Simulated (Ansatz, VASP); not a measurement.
**Two plane-wave programs on La2TeN2**

```
CELL_PARAMETERS angstrom
0.00000 4.16927 0.00000
4.16927 0.00000 0.00000
2.08463 2.08463 -6.60722
ATOMIC_POSITIONS crystal
La 0.34400 0.34400 0.31200
La 0.65600 0.65600 0.68800
Te 0.00000 0.00000 0.00000
N 0.25000 0.75000 0.50000
N 0.75000 0.25000 0.50000
```

Alike in both runs: task single point; functional PBE; k mesh 5 × 5 × 5; no spin polarisation.

|  | VASP | Ansatz |
| --- | --- | --- |
| version | VASP 6.6.1 | Ansatz 0.2.0 |
| potentials or method | VASP PAW PBE potentials, release 64 (La, Te, N), cutoff 520 eV | PAW plane waves |
| occupations | fermi-dirac, width 0.1 eV | fermi-dirac |
| valence electrons in the cell | 38 | 48 |

|  | VASP | Ansatz | Ansatz less VASP |
| --- | --- | --- | --- |
| gap on the k mesh at the Fermi level (eV) | none | none | - |
| pressure (GPa) | -0.8 | -0.6 | +0.12 |
| traceless stress, the component that is largest in VASP (GPa) | 2.11 | 2.09 | -0.022 |
| rms of the force components (eV/Å) | 0.246 | 0.240 | -0.0059 |

Atom by atom the forces differ by 0.006 eV/Å (rms over components). A gap of «none» marks a metal or a gap that the smearing closes. VASP's potentials hold 38 valence electrons a cell and Ansatz's 48, so a difference there can come from the potentials and not from the codes.

Spin-orbit coupling is off throughout.
